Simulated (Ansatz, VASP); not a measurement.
# GaCo: VASP beside Ansatz

The input INCAR:

```
PREC = Accurate
ENCUT = 600
EDIFF = 1E-7
ISMEAR = 0
SIGMA = 0.1
LREAL = False
LASPH = True
NELM = 150
ALGO = Normal
ISIF = 3
LWAVE = False
LCHARG = False
ISPIN = 2
MAGMOM = -0.01 0.18
LORBIT = 11
LMAXMIX = 4
IBRION = 2
NSW = 70
EDIFFG = -0.005
```

The input KPOINTS:

```
Automatic mesh
0
Gamma
  14 14 14
```

POSCAR

```
GaCo
1.0
    2.8817643550      0.0000000000      0.0000000000
    0.0000000000      2.8817643550      0.0000000000
    0.0000000000      0.0000000000      2.8817643550
Ga Co
1 1
Direct
    0.5000000000      0.5000000000      0.5000000000
    0.0000000000      0.0000000000      0.0000000000
```

Input for Ansatz:

```yaml
crystal:
  lattice:
    - [2.881764355, 0.0, 0.0]
    - [0.0, 2.881764355, 0.0]
    - [0.0, 0.0, 2.881764355]
  atoms:
    - { symbol: Ga, position: [0.5, 0.5, 0.5], spin: -0.01 }
    - { symbol: Co, position: [0.0, 0.0, 0.0], spin: 0.18 }
basis:
  ecutwfc: 420
kpoints:
  mp_grid: { grid: [14, 14, 14] }
hamiltonian:
  xc: lda
scf:
  occupations: { method: gaussian, width: 0.1 }
output:
  forces: true
  stress: true
  eigenvalues: true
  populations: true
magnetization:
  spin_polarized: true
relax:
  adjacent_minimum: "off"
  f_tol: 0.005
  max_steps: 50
  cell: { stress_tol: 0.05 }
```

Alike in both runs: task relaxation of cell and atoms; functional LDA; k mesh 14 × 14 × 14; occupations gaussian, width 0.1 eV; collinear spin.

|  | VASP | Ansatz |
| --- | --- | --- |
| version | VASP 6.6.1 | Ansatz 0.2.0 |
| potentials or method | VASP PAW LDA potentials, release 64 (Ga_d, Co), cutoff 600 eV | scalar-relativistic, plane waves, PAW |
| valence electrons in the cell | 22 | 30 |

|  | VASP | Ansatz | Ansatz less VASP |
| --- | --- | --- | --- |
| gap on the k mesh at the Fermi level, each at its own relaxed structure (eV) | none | none | - |
| net moment per atom (μB) | 0.00 | 0.00 | 0.000 |
| relaxed volume (Å³/atom) | 11.11 | 11.09 | -0.025 |
| relaxed length of the cell vector where the two differ most in proportion (Å) | 2.812 | 2.810 | -0.0021 |

LDA's correlation is that of Perdew and Zunger in VASP and of Perdew and Wang (1992) in Ansatz. A gap of «none» marks a metal or a gap that the smearing closes. VASP's potentials hold 22 valence electrons a cell and Ansatz's 30, so a difference there can come from the potentials and not from the codes. Ansatz's warnings: seeded moment not kept.
